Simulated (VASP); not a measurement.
# SbS2 (Pnnm) in VASP: relaxation of cell and atoms with PBE

Aim: the relaxation of cell and atoms of SbS2 with PBE.

Everything below comes from runs of VASP 6.6.1. Logs are shortened: lines on timing, memory, paths and dates and some standing lists are left out, and cuts for length are marked.

**1. The cell of the first run**

The structure is orthorhombic, space group Pnnm (No. 58). The conventional cell has a = 5.967 Å, b = 6.148 Å, c = 4.016 Å, α = 90.00°, β = 90.00°, γ = 90.00°. Within 3.4 Å of Sb (site symmetry 2/m) lie 6 S at 2.59 to 2.64 Å. S (site symmetry m) has 3 Sb at 2.59 to 2.64 Å and 1 S at 3.44 Å within 3.5 Å.

**2. Relaxation of cell and atoms, PBE**

INCAR reads:

```
PREC = Accurate ; ENCUT = 600
EDIFF = 1E-6 ; ISMEAR = 0
SIGMA = 0.1 ; LREAL = False
LASPH = True ; NELM = 100
ALGO = Normal ; ISIF = 3
LWAVE = False ; LCHARG = False
GGA = PE ; IBRION = 2
NSW = 100 ; EDIFFG = -0.01
```

KPOINTS reads:

```
Automatic mesh
0
Gamma
  6 6 10
```

POSCAR reads:

```
SbS2
1.0
    5.9668100683      0.0000000000      0.0000000000
    0.0000000000      6.1484917851      0.0000000000
    0.0000000000      0.0000000000      4.0161221614
Sb S
2 4
Direct
    0.5000000000      0.5000000000      0.5000000000
    0.0000000000      0.0000000000      0.0000000000
    0.2250000000      0.8250000000      0.5000000000
    0.7250000000      0.6750000000      0.0000000000
    0.7750000000      0.1750000000      0.5000000000
    0.2750000000      0.3250000000      0.0000000000
```

Potentials or basis: VASP PAW PBE potentials, release 64 (Sb, S).

The run is started by

```sh
cat potpaw_PBE.64/Sb/POTCAR potpaw_PBE.64/S/POTCAR > POTCAR
mpirun -np 1 vasp_std > vasp.out
```

OUTCAR:

```text
PREC = Accurate
   ENCUT = 600
   EDIFF = 1E-6
   ISMEAR = 0
   LREAL = False
   LASPH = True
   NELM = 100
   ISIF = 3
   GGA = PE
   IBRION = 2
   NSW = 100
   EDIFFG = -0.01

 ion  position               nearest neighbor table
   1  0.500  0.500  0.500-   3 2.59   5 2.59   4 2.64   6 2.64   4 2.64   6 2.64
   2  0.000  0.000  0.000-   4 2.59   6 2.59   5 2.64   3 2.64   3 2.64   5 2.64
   3  0.225  0.825  0.500-   1 2.59   2 2.64   2 2.64
   4  0.725  0.675  0.000-   2 2.59   1 2.64   1 2.64
   5  0.775  0.175  0.500-   1 2.59   2 2.64   2 2.64
   6  0.275  0.325  0.000-   2 2.59   1 2.64   1 2.64

  LATTYP: Found a simple orthorhombic cell.
 ALAT       =     4.0161221614
 B/A-ratio  =     1.4857142857
 C/A-ratio  =     1.5309523809

  Lattice vectors:

 A1 = (   0.0000000000,   0.0000000000,   4.0161221614)
 A2 = (   5.9668100683,   0.0000000000,   0.0000000000)
 A3 = (   0.0000000000,   6.1484917851,   0.0000000000)

Analysis of symmetry for initial positions (statically):
=====================================================================
 Subroutine PRICEL returns:
 Original cell was already a primitive cell.

 Routine SETGRP: Setting up the symmetry group for a
 simple orthorhombic supercell.

 Subroutine GETGRP returns: Found  8 space group operations
 (whereof  4 operations were pure point group operations)
 out of a pool of  8 trial point group operations.

The static configuration has the point symmetry C_2h.
 The point group associated with its full space group is D_2h.

Analysis of symmetry for dynamics (positions and initial velocities):
=====================================================================
 Subroutine PRICEL returns:
 Original cell was already a primitive cell.

 Routine SETGRP: Setting up the symmetry group for a
 simple orthorhombic supercell.

 Subroutine GETGRP returns: Found  8 space group operations
 (whereof  4 operations were pure point group operations)
 out of a pool of  8 trial point group operations.

The dynamic configuration has the point symmetry C_2h.
 The point group associated with its full space group is D_2h.

 Subroutine INISYM returns: Found  8 space group operations
 (whereof  4 operations are pure point group operations),
 and found     1 'primitive' translations

----------------------------------------------------------------------------------------

                                     Primitive cell

  volume of cell :     147.3390

  direct lattice vectors                    reciprocal lattice vectors
     5.966810068  0.000000000  0.000000000     0.167593737  0.000000000  0.000000000
     0.000000000  6.148491785  0.000000000     0.000000000  0.162641512  0.000000000
     0.000000000  0.000000000  4.016122161     0.000000000  0.000000000  0.248996410

  length of vectors
     5.966810068  6.148491785  4.016122161     0.167593737  0.162641512  0.248996410

  position of ions in fractional coordinates (direct lattice)
     0.500000000  0.500000000  0.500000000
     0.000000000  0.000000000  0.000000000
     0.225000000  0.825000000  0.500000000
     0.725000000  0.675000000  0.000000000
     0.775000000  0.175000000  0.500000000
     0.275000000  0.325000000  0.000000000

  ion indices of the primitive-cell ions
   primitive index   ion index
                 1           1
                 2           2
                 3           3
                 4           4
                 5           5
                 6           6

----------------------------------------------------------------------------------------

 KPOINTS: Automatic mesh

Automatic generation of k-mesh.
 Grid dimensions read from file:
 generate k-points for:    6    6   10

 Generating k-lattice:

  Cartesian coordinates                     Fractional coordinates (reciprocal lattice)
     0.027932290  0.000000000  0.000000000     0.166666667  0.000000000  0.000000000
     0.000000000  0.027106919  0.000000000     0.000000000  0.166666667  0.000000000
     0.000000000  0.000000000  0.024899641     0.000000000  0.000000000  0.100000000

  Length of vectors
     0.027932290  0.027106919  0.024899641

  Shift w.r.t. Gamma in fractional coordinates (k-lattice)
     0.000000000  0.000000000  0.000000000

 Subroutine IBZKPT returns following result:
 ===========================================

 Found     96 irreducible k-points:

 Following reciprocal coordinates:
            Coordinates               Weight
  0.000000  0.000000  0.000000      1.000000
  0.166667  0.000000  0.000000      2.000000
  0.333333  0.000000  0.000000      2.000000
  0.500000  0.000000  0.000000      1.000000
  0.000000  0.166667  0.000000      2.000000
  0.166667  0.166667  0.000000      4.000000
[... 16 lines left out ...]
  0.333333  0.166667  0.100000      8.000000
  0.500000  0.166667  0.100000      4.000000
 [... further k-points ...]
   k-points           NKPTS =     96   k-points in BZ     NKDIM =     96   number of bands    NBANDS=     21
   number of dos      NEDOS =    301   number of ions     NIONS =      6
   total plane-waves  NPLWV =  76800
   dimension x,y,z NGX =    48 NGY =   50 NGZ =   32
   dimension x,y,z NGXF=    96 NGYF=  100 NGZF=   64
   ions per type =               2   4
   NGX,Y,Z   is equivalent  to a cutoff of  13.37, 13.52, 13.25 a.u.
   NGXF,Y,Z  is equivalent  to a cutoff of  26.75, 27.04, 26.49 a.u.
 SYSTEM =  unknown system
   PREC   = accura    normal or accurate (medium, high low for compatibility)
   ISTART =      0    job   : 0-new  1-cont  2-samecut
   ICHARG =      2    charge: 1-file 2-atom 10-const
   ISPIN  =      1    spin polarized calculation?
   LNONCOLLINEAR =      F non collinear calculations
   LSORBIT =      F    spin-orbit coupling
   LASPH  =      T    aspherical Exc in radial PAW
   ENCUT  =  600.0 eV  44.10 Ry    6.64 a.u.  11.92 12.28  8.02*2*pi/ulx,y,z
   NELM   =    100;   NELMIN=  2; NELMDL= -5     # of ELM steps
   EDIFF  = 0.1E-05   stopping-criterion for ELM
   LREAL  =      F    real-space projection
   EDIFFG = -.1E-01   stopping-criterion for IOM
   NSW    =    100    number of steps for IOM
   IBRION =      2    ionic relax: 0-MD 1-quasi-New 2-CG
   NFREE  =      1    steps in history (QN), initial steepest desc. (CG)
   ISIF   =      3    stress and relaxation
   ISYM   =      2    0-nonsym 1-usesym 2-fastsym
   POTIM  = 0.5000    time-step for ionic-motion
   TEBEG  =    0.0;   TEEND  =   0.0 temperature during run
   PSTRESS=    0.0 pullay stress
   NELECT =      34.0000    total number of electrons
   NUPDOWN=      -1.0000    fix difference up-down
   EMIN   =  10.00;   EMAX   =-10.00  energy-range for DOS
   EFERMI =   0.00;   METHOD = LEGACY
   ISMEAR =     0;   SIGMA  =   0.10  broadening in eV -4-tet -1-fermi 0-gaus
   EFERMI_NEDOS =   21; number of points for ismear=-14 and -15
   IALGO  =     38    algorithm
   IMIX   =      4    mixing-type and parameters
     AMIX     =   0.40;   BMIX     =  1.00
     AMIX_MAG =   1.60;   BMIX_MAG =  1.00
  volume/ion in A,a.u.               =      24.56       165.72
  Fermi-wavevector in a.u.,A,eV,Ry     =   1.004142  1.897554 13.718776  1.008302
  Thomas-Fermi vector in A             =   2.136739
   LORBIT       =      0    0 simple, 1 ext, 2 COOP (PROOUT), +10 PAW based schemes
   GGA     = PE    functional components
   LHFCALC =     F    Hartree Fock is set to
   AEXX    =    0.0000 exact exchange contribution
   IVDW    =     0    specifies the selected vdW correction
   LEPSILON=     F    determine dielectric tensor
   LRPA    =     F    only Hartree local field effects (RPA)
 conjugate gradient relaxation of ions
 non-spin polarized calculation
 Gauss-broadening in eV      SIGMA  =   0.10
  energy-cutoff  :      600.00
  volume of cell :      147.34
 maximum number of plane-waves:      4960
 NGX is ok and might be reduce to    48
   NGX = 23   NGY = 25   NGZ = 17

--------------------------------------- Ionic step        1  -------------------------------------------

 number of electron      33.9999995 magnetization

 Free energy of the ion-electron system (eV)
  ---------------------------------------------------
  ext. energy  EPLUGINS =         0.00000000
  ---------------------------------------------------
  free energy    TOTEN  =       -24.54996099 eV

  energy without entropy =      -24.53460945  energy(sigma->0) =      -24.54228522

------------------------ aborting loop because EDIFF is reached ----------------------------------------

  FORCE on cell =-STRESS in cart. coord.  units (eV):
  Direction    XX          YY          ZZ          XY          YZ          ZX
  --------------------------------------------------------------------------------------
  -------------------------------------------------------------------------------------
  Total        1.1116578      1.8901916      0.1662218      0.0000000      0.0000000      0.0000000
  in kB       12.0882651     20.5541108      1.8075105      0.0000000      0.0000000      0.0000000
  external PRESSURE =      11.4832955 kB  Pullay stress =       0.0000000 kB
[... 101 lines left out ...]
  FREE ENERGIE OF THE ION-ELECTRON SYSTEM (eV)
  ---------------------------------------------------
  free  energy   TOTEN  =       -24.5839703503 eV

  energy  without entropy=      -24.5664839279  energy(sigma->0) =      -24.57522714

[... ionic steps 4 to 8 ...]

--------------------------------------- Ionic step        9  -------------------------------------------

 number of electron      34.0000003 magnetization

------------------------ aborting loop because EDIFF is reached ----------------------------------------

  FORCE on cell =-STRESS in cart. coord.  units (eV):
  Direction    XX          YY          ZZ          XY          YZ          ZX
  --------------------------------------------------------------------------------------
  -------------------------------------------------------------------------------------
  Total        0.0682597      0.0005766      0.1564622      0.0000000      0.0000000      0.0000000
  in kB        0.7264100      0.0061356      1.6650492      0.0000000      0.0000000      0.0000000
  external PRESSURE =       0.7991983 kB  Pullay stress =       0.0000000 kB
[... 65 lines left out ...]
  energy  without entropy=      -24.5748691971  energy(sigma->0) =      -24.58391047

--------------------------------------- Ionic step       11  -------------------------------------------

 number of electron      34.0000003 magnetization

 Free energy of the ion-electron system (eV)
  ---------------------------------------------------
  ext. energy  EPLUGINS =         0.00000000
  ---------------------------------------------------
  free energy    TOTEN  =       -24.59298297 eV

  energy without entropy =      -24.57484421  energy(sigma->0) =      -24.58391359

 E-fermi :   4.3928     XC(G=0):  -9.1152

 val. band max:        4.3898714732   @ k =   0.1667   0.1667   0.0000
 cond. band min:       4.4016588072   @ k =   0.3333   0.1667   0.1000
 fundamental gap:      0.0117873340
 Fermi energy:         4.3928327689

 k-point     1 :       0.0000    0.0000    0.0000
  band No.  band energies     occupation
      1      -9.8555      2.00000
      2      -7.9252      2.00000
      3      -7.7394      2.00000
      4      -7.7369      2.00000
      5      -5.1326      2.00000
      6      -1.0625      2.00000
[... 550 lines left out ...]
      5      -3.6521      2.00000
      6      -3.6521      2.00000
[... 13 lines left out ...]
     20       6.8515      0.00000
     21       7.5952      0.00000

 [... further k-points ...]

------------------------ aborting loop because EDIFF is reached ----------------------------------------

  FORCE on cell =-STRESS in cart. coord.  units (eV):
  Direction    XX          YY          ZZ          XY          YZ          ZX
  --------------------------------------------------------------------------------------
  -------------------------------------------------------------------------------------
  Total        0.0415249     -0.0048849      0.0044432      0.0000000      0.0000000      0.0000000
  in kB        0.4416234     -0.0519518      0.0472537      0.0000000      0.0000000      0.0000000
  external PRESSURE =       0.1456418 kB  Pullay stress =       0.0000000 kB
[... 21 lines left out ...]
  FREE ENERGIE OF THE ION-ELECTRON SYSTEM (eV)
  ---------------------------------------------------
  free  energy   TOTEN  =       -24.5929829683 eV

  energy  without entropy=      -24.5748442071  energy(sigma->0) =      -24.58391359

 reached required accuracy - stopping structural energy minimisation
```

Run time: 18 min. Hardware: 1 thread of Intel Xeon Platinum 8259CL at 2.50GHz (Skylake/Cascade Lake), shared host; peak memory 0.49 GiB.

What came out:

* Free energy: -24.5930 eV
* Relaxed volume: 25.11 Å³/atom
* Relaxed cell: a = 5.978 Å, b = 6.252 Å, c = 4.031 Å, α = 90.00°, β = 90.00°, γ = 90.00°
* Space group after relaxing (to 0.1 Å): Pnnm (No. 58)
* Energy gained by relaxing: 7.2 meV/atom
* Ionic steps: 11
* Pressure after relaxing: 0.0 GPa
* Largest force after relaxing: 0.005 eV/Å
* Band gap on the k mesh: zero (bands 17 and 18 overlap by 1.55 eV)

Forces in eV/Å, atoms in the order of the input:
```
Sb   0.000  0.000  0.000
Sb   0.000  0.000  0.000
S   -0.005  0.001  0.000
S   -0.005 -0.001  0.000
S    0.005 -0.001  0.000
S    0.005  0.001  0.000
```

Step by step:
| step | energy change (eV) | largest force (eV/Å) | pressure (GPa) | volume (Å³) |
| --- | --- | --- | --- | --- |
| 1 | 0.0000 | 0.3330 | 1.15 | 147.34 |
| 2 | -0.0333 | 0.1814 | -0.37 | 151.12 |
| 3 | -0.0340 | 0.1594 | -0.61 | 151.78 |
| 4 | -0.0417 | 0.0220 | 0.05 | 150.57 |
| 5 | -0.0417 | 0.0219 | 0.05 | 150.57 |
| 6 | -0.0420 | 0.0159 | 0.01 | 150.69 |
| 7 | -0.0424 | 0.0030 | -0.12 | 151.03 |
| 8 | -0.0427 | 0.0033 | -0.05 | 150.87 |
| 9 | -0.0428 | 0.0091 | 0.08 | 150.55 |
| 10 | -0.0430 | 0.0024 | 0.04 | 150.61 |
| 11 | -0.0430 | 0.0052 | 0.01 | 150.65 |

Final structure:
```yaml
crystal:
  lattice:
    - [5.97790, 0.00000, 0.00000]
    - [0.00000, 6.25150, 0.00000]
    - [0.00000, 0.00000, 4.03120]
  atoms:
    - { symbol: Sb, position: [0.50000, 0.50000, 0.50000] }
    - { symbol: Sb, position: [0.00000, 0.00000, 0.00000] }
    - { symbol: S, position: [0.21990, 0.82981, 0.50000] }
    - { symbol: S, position: [0.71990, 0.67019, 0.00000] }
    - { symbol: S, position: [0.78010, 0.17019, 0.50000] }
    - { symbol: S, position: [0.28010, 0.32981, 0.00000] }
```

Levels at points of the mesh, in eV from the Fermi level:
| k point | band 13 | band 14 | band 15 | band 16 | band 17 | band 18 | band 19 | band 20 | band 21 |
| --- | --- | --- | --- | --- | --- | --- | --- | --- | --- |
| (0.00, 0.00, 0.00) | -1.64 | -1.63 | -0.59 | -0.58 | -0.05 | 0.08 | 1.26 | 1.35 | 2.31 |
| (0.50, 0.00, 0.00) | -1.53 | -1.53 | -0.76 | -0.76 | -0.49 | -0.49 | 2.08 | 2.08 | 3.12 |
| (0.00, 0.50, 0.00) | -1.49 | -1.49 | -0.96 | -0.96 | -0.22 | -0.22 | 2.08 | 2.08 | 3.32 |
| (0.50, 0.50, 0.00) | -1.73 | -1.73 | -1.02 | -1.02 | -0.63 | -0.63 | 2.38 | 2.38 | 3.78 |
| (0.00, 0.00, 0.50) | -1.60 | -1.60 | -1.37 | -1.37 | 0.14 | 0.14 | 4.12 | 4.12 | 5.04 |
| (0.50, 0.00, 0.50) | -1.20 | -1.20 | -0.86 | -0.86 | 0.91 | 0.91 | 1.57 | 1.57 | 4.55 |
| (0.00, 0.50, 0.50) | -1.26 | -1.26 | -1.10 | -1.10 | 0.62 | 0.62 | 1.48 | 1.48 | 4.61 |
| (0.50, 0.50, 0.50) | -1.21 | -1.21 | -0.85 | -0.85 | -0.27 | -0.27 | 3.60 | 3.60 | 4.12 |

Caveat: spin-orbit coupling is left out, which moves the levels of the heavy elements.
